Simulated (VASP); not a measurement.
A run of VASP 6.6.1 is set up as follows.

The input INCAR:

```
SYSTEM = CaSe
PREC     = Accurate       ! precision mode
ENCUT    = 520            ! plane-wave cutoff, eV
EDIFF    = 1E-6           ! SCF threshold, eV
ISMEAR   = -1             ! smearing method
SIGMA    = 0.02           ! smearing width, eV
LREAL    = .FALSE.        ! projectors in reciprocal space
LASPH    = .TRUE.         ! aspherical terms in the spheres
NELM     = 100            ! most SCF steps
ALGO     = Normal         ! electronic algorithm
ISIF     = 2              ! what is computed and relaxed
LWAVE    = .FALSE.        ! write WAVECAR
LCHARG   = .TRUE.         ! write CHGCAR
GGA      = PE             ! functional
LELF     = .TRUE.         ! ELF
LVHAR    = .TRUE.       
NBANDS   = 15             ! bands
```

KPOINTS

```
Automatic mesh
0
G
  6 6 6
  0 0 0
```

File POSCAR:

```
CaSe
1.0
    0.0000000000      3.2946874855      3.2946874855
    3.2946874855      0.0000000000      3.2946874855
    3.2946874855      3.2946874855      0.0000000000
Ca Se
1 1
Direct
    0.0000000000      0.0000000000      0.0000000000
    0.2500000000      0.2500000000      0.2500000000
```

Potentials or basis: VASP PAW PBE potentials, release 64 (Ca_sv, Se).

Run with:

```bash
$ cat potpaw_PBE.64/Ca_sv/POTCAR potpaw_PBE.64/Se/POTCAR > POTCAR
$ mpirun -np 1 vasp_std > vasp.out
```

Problem. Estimate the band gap on the k mesh.

Solution. 3.16 eV (least direct gap 3.25 eV).

Problem. What does it give for the pressure?

Solution. 0.1 GPa.

A k mesh can miss the band edges.
